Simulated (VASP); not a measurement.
# BN (P6_3mc) in VASP: settings compared

BN is run at these levels: PBE, r2SCAN; tasks: single point, relaxation of cell and atoms.

Everything below comes from runs of VASP 6.6.1. Logs are shortened: lines on timing, memory, paths and dates and some standing lists are left out, and cuts for length are marked.

## Step 1: The cell of the first run

Symmetry: P6_3mc, No. 186, hexagonal system. Conventional cell: a = 2.544 Å, b = 2.544 Å, c = 4.208 Å, α = 90.00°, β = 90.00°, γ = 120.00°. Within 2.1 Å of B (site symmetry 3m) lie 4 N at 1.56 to 1.58 Å. N (site symmetry 3m) has 4 B at 1.56 to 1.58 Å within 2.1 Å.

## Step 2: Single point, PBE

Input file INCAR:

```
SYSTEM = BN
  PREC = Accurate
  ENCUT = 520
  EDIFF = 1E-6
  ISMEAR = 0
  SIGMA = 0.01
  LREAL = .False.
  LASPH = .True.
  NELM = 100
  ALGO = Normal
  ISIF = 2
  LWAVE = .False.
  LCHARG = .False.
  GGA = PE
  NBANDS = 16
```

Input file KPOINTS:

```
Automatic mesh
0
Gamma
  6 6 4
  0 0 0
```

Input file POSCAR:

```
BN
1.0
    2.5439500161      0.0000000000      0.0000000000
   -1.2719750081      2.2031253399      0.0000000000
    0.0000000000      0.0000000000      4.2078153010
B N
2 2
Direct
    0.3333333333      0.6666666667      0.0002034636
    0.6666666667      0.3333333333      0.5002034636
    0.3333333333      0.6666666667      0.3747965364
    0.6666666667      0.3333333333      0.8747965364
```

Potentials or basis: VASP PAW PBE potentials, release 64 (B, N).

Command:

```
$ cat potpaw_PBE.64/B/POTCAR potpaw_PBE.64/N/POTCAR > POTCAR
$ mpirun -np 1 vasp_std > vasp.out
```

OUTCAR:

```text
SYSTEM = BN
   PREC = Accurate
   ENCUT = 520
   EDIFF = 1E-6
   ISMEAR = 0
   LREAL = .False.
   LASPH = .True.
   NELM = 100
   ISIF = 2
   GGA = PE

 ion  position               nearest neighbor table
   1  0.333  0.667  0.000-   4 1.56   4 1.56   4 1.56   3 1.58
   2  0.667  0.333  0.500-   3 1.56   3 1.56   3 1.56   4 1.58
   3  0.333  0.667  0.375-   2 1.56   2 1.56   2 1.56   1 1.58
   4  0.667  0.333  0.875-   1 1.56   1 1.56   1 1.56   2 1.58

  LATTYP: Found a hexagonal cell.
 ALAT       =     2.5439500161
 C/A-ratio  =     1.6540479468

  Lattice vectors:

 A1 = (   2.5439500161,   0.0000000000,   0.0000000000)
 A2 = (  -1.2719750081,   2.2031253399,   0.0000000000)
 A3 = (   0.0000000000,   0.0000000000,   4.2078153010)

Analysis of symmetry for initial positions (statically):
=====================================================================
 Subroutine PRICEL returns:
 Original cell was already a primitive cell.

 Routine SETGRP: Setting up the symmetry group for a
 hexagonal supercell.

 Subroutine GETGRP returns: Found 12 space group operations
 (whereof  6 operations were pure point group operations)
 out of a pool of 24 trial point group operations.

The static configuration has the point symmetry C_3v.
 The point group associated with its full space group is C_6v.

Analysis of symmetry for dynamics (positions and initial velocities):
=====================================================================
 Subroutine PRICEL returns:
 Original cell was already a primitive cell.

 Routine SETGRP: Setting up the symmetry group for a
 hexagonal supercell.

 Subroutine GETGRP returns: Found 12 space group operations
 (whereof  6 operations were pure point group operations)
 out of a pool of 24 trial point group operations.

The dynamic configuration has the point symmetry C_3v.
 The point group associated with its full space group is C_6v.

 Subroutine INISYM returns: Found 12 space group operations
 (whereof  6 operations are pure point group operations),
 and found     1 'primitive' translations

----------------------------------------------------------------------------------------

                                     Primitive cell

  volume of cell :      23.5833

  direct lattice vectors                    reciprocal lattice vectors
     2.543950016  0.000000000  0.000000000     0.393089484  0.226950320  0.000000000
    -1.271975008  2.203125340  0.000000000     0.000000000  0.453900639  0.000000000
     0.000000000  0.000000000  4.207815301     0.000000000  0.000000000  0.237653017

  length of vectors
     2.543950016  2.543950016  4.207815301     0.453900639  0.453900639  0.237653017

  position of ions in fractional coordinates (direct lattice)
     0.333333333  0.666666667  0.000203464
     0.666666667  0.333333333  0.500203464
     0.333333333  0.666666667  0.374796536
     0.666666667  0.333333333  0.874796536

  ion indices of the primitive-cell ions
   primitive index   ion index
                 1           1
                 2           2
                 3           3
                 4           4

----------------------------------------------------------------------------------------

 KPOINTS: Automatic mesh

Automatic generation of k-mesh.
 Grid dimensions read from file:
 generate k-points for:    6    6    4

 Generating k-lattice:

  Cartesian coordinates                     Fractional coordinates (reciprocal lattice)
     0.065514914  0.037825053  0.000000000     0.166666667  0.000000000  0.000000000
     0.000000000  0.075650107  0.000000000     0.000000000  0.166666667  0.000000000
     0.000000000  0.000000000  0.059413254     0.000000000  0.000000000  0.250000000

  Length of vectors
     0.075650107  0.075650107  0.059413254

  Shift w.r.t. Gamma in fractional coordinates (k-lattice)
     0.000000000  0.000000000  0.000000000

 Subroutine IBZKPT returns following result:
 ===========================================

 Found     21 irreducible k-points:

 Following reciprocal coordinates:
            Coordinates               Weight
  0.000000  0.000000  0.000000      1.000000
  0.166667  0.000000  0.000000      6.000000
  0.333333  0.000000  0.000000      6.000000
  0.500000  0.000000  0.000000      3.000000
  0.166667  0.166667  0.000000      6.000000
  0.333333  0.166667  0.000000     12.000000
[... 13 lines left out ...]
  0.333333  0.166667  0.500000     12.000000
  0.333333  0.333333  0.500000      2.000000
   k-points           NKPTS =     21   k-points in BZ     NKDIM =     21   number of bands    NBANDS=     16
   number of dos      NEDOS =    301   number of ions     NIONS =      4
   total plane-waves  NPLWV =  12800
   dimension x,y,z NGX =    20 NGY =   20 NGZ =   32
   dimension x,y,z NGXF=    40 NGYF=   40 NGZF=   64
   ions per type =               2   2
   NGX,Y,Z   is equivalent  to a cutoff of  13.07, 13.07, 12.64 a.u.
   NGXF,Y,Z  is equivalent  to a cutoff of  26.14, 26.14, 25.29 a.u.
 SYSTEM =  BN
   PREC   = accura    normal or accurate (medium, high low for compatibility)
   ISTART =      0    job   : 0-new  1-cont  2-samecut
   ICHARG =      2    charge: 1-file 2-atom 10-const
   ISPIN  =      1    spin polarized calculation?
   LNONCOLLINEAR =      F non collinear calculations
   LSORBIT =      F    spin-orbit coupling
   LASPH  =      T    aspherical Exc in radial PAW
   ENCUT  =  520.0 eV  38.22 Ry    6.18 a.u.   4.73  4.73  7.82*2*pi/ulx,y,z
   NELM   =    100;   NELMIN=  2; NELMDL= -5     # of ELM steps
   EDIFF  = 0.1E-05   stopping-criterion for ELM
   LREAL  =      F    real-space projection
   EDIFFG = 0.1E-04   stopping-criterion for IOM
   NSW    =      0    number of steps for IOM
   IBRION =     -1    ionic relax: 0-MD 1-quasi-New 2-CG
   NFREE  =      0    steps in history (QN), initial steepest desc. (CG)
   ISIF   =      2    stress and relaxation
   ISYM   =      2    0-nonsym 1-usesym 2-fastsym
   POTIM  = 0.5000    time-step for ionic-motion
   TEBEG  =    0.0;   TEEND  =   0.0 temperature during run
   PSTRESS=    0.0 pullay stress
   NELECT =      16.0000    total number of electrons
   NUPDOWN=      -1.0000    fix difference up-down
   EMIN   =  10.00;   EMAX   =-10.00  energy-range for DOS
   EFERMI =   0.00;   METHOD = LEGACY
   ISMEAR =     0;   SIGMA  =   0.01  broadening in eV -4-tet -1-fermi 0-gaus
   EFERMI_NEDOS =   21; number of points for ismear=-14 and -15
   IALGO  =     38    algorithm
   IMIX   =      4    mixing-type and parameters
     AMIX     =   0.40;   BMIX     =  1.00
     AMIX_MAG =   1.60;   BMIX_MAG =  1.00
  volume/ion in A,a.u.               =       5.90        39.79
  Fermi-wavevector in a.u.,A,eV,Ry     =   1.438512  2.718393 28.154745  2.069315
  Thomas-Fermi vector in A             =   2.557470
   LORBIT       =      0    0 simple, 1 ext, 2 COOP (PROOUT), +10 PAW based schemes
   GGA     = PE    functional components
   LHFCALC =     F    Hartree Fock is set to
   AEXX    =    0.0000 exact exchange contribution
   IVDW    =     0    specifies the selected vdW correction
   LEPSILON=     F    determine dielectric tensor
   LRPA    =     F    only Hartree local field effects (RPA)
 non-spin polarized calculation
 Gauss-broadening in eV      SIGMA  =   0.01
  energy-cutoff  :      520.00
  volume of cell :       23.58
 maximum number of plane-waves:       652
 NGX is ok and might be reduce to    20
   NGX =  9   NGY =  9   NGZ = 15

 number of electron      16.0000000 magnetization

 Free energy of the ion-electron system (eV)
  ---------------------------------------------------
  ext. energy  EPLUGINS =         0.00000000
  ---------------------------------------------------
  free energy    TOTEN  =       -34.82331798 eV

  energy without entropy =      -34.82331798  energy(sigma->0) =      -34.82331798

 E-fermi :   7.6264     XC(G=0): -12.8215

 val. band max:        7.5843767087   @ k =   0.0000   0.0000   0.0000
 cond. band min:      12.7727715874   @ k =   0.3333   0.3333   0.0000
 fundamental gap:      5.1883948787
 Fermi energy:         7.6263692788

 k-point     1 :       0.0000    0.0000    0.0000
  band No.  band energies     occupation
      1     -12.8445      2.00000
      2      -8.6810      2.00000
      3      -3.3534      2.00000
      4       5.4560      2.00000
      5       5.4560      2.00000
      6       7.3160      2.00000
[... 8 lines left out ...]
     15      19.5011      0.00000
     16      23.8304      0.00000

 k-point     2 :       0.1667    0.0000    0.0000
  band No.  band energies     occupation
      1     -12.2435      2.00000
      2      -8.2323      2.00000
      3      -2.7590      2.00000
      4       3.0957      2.00000
      5       4.5072      2.00000
      6       5.5928      2.00000
[... 8 lines left out ...]
     15      21.0932      0.00000
     16      22.9321      0.00000

 k-point     3 :       0.3333    0.0000    0.0000
  band No.  band energies     occupation
      1     -10.5435      2.00000
      2      -7.2744      2.00000
      3      -1.1159      2.00000
      4      -0.6315      2.00000
      5       2.0516      2.00000
      6       3.1361      2.00000
[... 8 lines left out ...]
     15      23.4164      0.00000
     16      24.0201      0.00000

 k-point     4 :       0.5000    0.0000    0.0000
  band No.  band energies     occupation
      1      -8.7413      2.00000
      2      -7.4578      2.00000
      3      -1.9197      2.00000
      4      -0.2285      2.00000
      5       0.6623      2.00000
      6       2.5891      2.00000
[... 8 lines left out ...]
     15      24.0685      0.00000
     16      25.4308      0.00000
[... 267 lines left out ...]
 k-point    19 :       0.1667    0.1667    0.5000
  band No.  band energies     occupation
      1      -9.7497      2.00000
      2      -9.7497      2.00000
      3       0.9587      2.00000
      4       0.9587      2.00000
      5       3.2673      2.00000
      6       3.2673      2.00000
[... 8 lines left out ...]
     15      22.4109      0.00000
     16      22.4109      0.00000

 k-point    20 :       0.3333    0.1667    0.5000
  band No.  band energies     occupation
      1      -8.1177      2.00000
      2      -8.1177      2.00000
      3      -1.5069      2.00000
      4      -1.5069      2.00000
      5       2.0116      2.00000
      6       2.0116      2.00000
[... 8 lines left out ...]
     15      23.8357      0.00000
     16      23.8357      0.00000

 k-point    21 :       0.3333    0.3333    0.5000
  band No.  band energies     occupation
      1      -7.3795      2.00000
      2      -7.3795      2.00000
      3      -1.2625      2.00000
      4      -1.2625      2.00000
      5      -0.1660      2.00000
      6      -0.1660      2.00000
[... 8 lines left out ...]
     15      24.2871      0.00000
     16      24.2871      0.00000

------------------------ aborting loop because EDIFF is reached ----------------------------------------

  FORCE on cell =-STRESS in cart. coord.  units (eV):
  Direction    XX          YY          ZZ          XY          YZ          ZX
  --------------------------------------------------------------------------------------
  -------------------------------------------------------------------------------------
  Total        0.7433437      0.7433437      0.7022115     -0.0000000      0.0000000     -0.0000000
  in kB       50.5005132     50.5005132     47.7061164     -0.0000000      0.0000000     -0.0000000
  external PRESSURE =      49.5690476 kB  Pullay stress =       0.0000000 kB

 VOLUME and BASIS-vectors are now :
 -----------------------------------------------------------------------------
  energy-cutoff  :      520.00
  volume of cell :       23.58
      direct lattice vectors                 reciprocal lattice vectors
     2.543950016  0.000000000  0.000000000     0.393089484  0.226950320  0.000000000
    -1.271975008  2.203125340  0.000000000     0.000000000  0.453900639  0.000000000
     0.000000000  0.000000000  4.207815301     0.000000000  0.000000000  0.237653017

 POSITION                                       TOTAL-FORCE (eV/Angst)
 -----------------------------------------------------------------------------------
     -0.00000      1.46875      0.00086        -0.000000     -0.000000      0.004134
      1.27198      0.73438      2.10476         0.000000      0.000000      0.004134
     -0.00000      1.46875      1.57707        -0.000000      0.000000     -0.004134
      1.27198      0.73438      3.68098         0.000000     -0.000000     -0.004134
 -----------------------------------------------------------------------------------
    total drift:                               -0.000000     -0.000000     -0.000416

  FREE ENERGIE OF THE ION-ELECTRON SYSTEM (eV)
  ---------------------------------------------------
  free  energy   TOTEN  =       -34.8233179759 eV

  energy  without entropy=      -34.8233179759  energy(sigma->0) =      -34.82331798
```

Run time: 10 s. Hardware: 1 thread of Intel Xeon 8259CL, shared host; peak memory 0.13 GiB.

What came out:

| Quantity | Value |
| --- | --- |
| Free energy | -34.8233 eV |
| Pressure | 5.0 GPa |
| Largest force | 0.004 eV/Å |
| Band gap on the k mesh | 5.19 eV (least direct gap 8.32 eV) |

Forces in eV/Å, atoms in the order of the input:
```
B    0.000  0.000  0.004
B    0.000  0.000  0.004
N    0.000  0.000 -0.004
N    0.000  0.000 -0.004
```

Stress tensor (GPa, compression positive):
```
5.05 0.00 0.00
0.00 5.05 0.00
0.00 0.00 4.77
```

Caveat: the k points lie up to 0.48 Å⁻¹ apart. A k mesh can miss the band edges.

## Step 3: Single point, PBE

Input file INCAR:

```
PREC = Accurate ; ENCUT = 520
EDIFF = 1E-6 ; ISMEAR = -1
SIGMA = 0.02 ; LREAL = F
LASPH = T ; NELM = 60
ALGO = Normal ; ISIF = 2
LWAVE = F ; LCHARG = F
GGA = PE ; NBANDS = 16
```

Input file KPOINTS:

```
Automatic mesh
0
Gamma
  12 12 6
```

POSCAR is that of step 2.

Potentials or basis: VASP PAW PBE potentials, release 64 (B, N).

Command:

```
$ cat potpaw_PBE.64/B/POTCAR potpaw_PBE.64/N/POTCAR > POTCAR
$ mpirun -np 1 vasp_std > vasp.out
```

Run time: 24 s. Hardware: 1 thread of Intel Xeon 8259CL, shared host; peak memory 0.14 GiB.

It converged, with:

| Property | Result |
| --- | --- |
| Free energy | -34.8276 eV |
| Pressure | 4.9 GPa |
| Largest force | 0.009 eV/Å |
| Band gap on the k mesh | 5.19 eV (least direct gap 8.30 eV) |

Forces in eV/Å, atoms in the order of the input:
```
B    0.000  0.000  0.009
B    0.000  0.000  0.009
N    0.000  0.000 -0.009
N    0.000  0.000 -0.009
```

Stress tensor (GPa, compression positive):
```
4.99 0.00 0.00
0.00 4.99 0.00
0.00 0.00 4.83
```

Levels at points of the mesh, in eV from the valence-band top:
| k point | band 6 | band 7 | band 8 | band 9 | band 10 | band 11 |
| --- | --- | --- | --- | --- | --- | --- |
| (0.00, 0.00, 0.00) | -0.27 | 0.00 | 0.00 | 8.38 | 8.38 | 8.62 |
| (0.50, 0.00, 0.00) | -4.99 | -4.42 | -2.12 | 6.72 | 7.98 | 10.62 |
| (0.00, 0.00, 0.50) | -1.18 | -1.18 | -1.18 | 9.52 | 9.52 | 9.94 |
| (0.50, 0.00, 0.50) | -3.78 | -3.58 | -3.58 | 6.60 | 6.60 | 10.06 |

Caveat: the cell stands under pressure. A k mesh can miss the band edges.

(Part 1 of 2 ends here.)
